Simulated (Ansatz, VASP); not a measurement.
**One calculation of MgS, two programs**

```
Mg S
1.0
     0.00000    2.60152    2.60152
     2.60152    0.00000    2.60152
     2.60152    2.60152    0.00000
Mg S
1 1
Direct
  0.00000 0.00000 0.00000
  0.50000 0.50000 0.50000
```

Alike in both runs: task single point; functional HSE06; k mesh 6 × 6 × 6; no spin polarisation.

|  | VASP | Ansatz |
| --- | --- | --- |
| version | VASP 6.6.1 | Ansatz 0.2.0 |
| potentials or method | VASP PAW PBE potentials, release 64 (Mg, S) | plane waves, PAW |
| plane-wave cutoff (eV) | 520 | 420 |
| occupations | gaussian, width 0.01 eV | fixed |
| valence electrons in the cell | 8 | 16 |

|  | VASP | Ansatz | Ansatz less VASP |
| --- | --- | --- | --- |
| gap on the k mesh at the Fermi level (eV) | 3.75 | 3.80 | +0.053 |
| pressure (GPa) | -0.7 | -0.4 | +0.32 |

VASP's potentials hold 8 valence electrons a cell and Ansatz's 16, so a difference there can come from the potentials and not from the codes. Ansatz's warnings: stress exchange threshold loose, stress scf threshold loose.
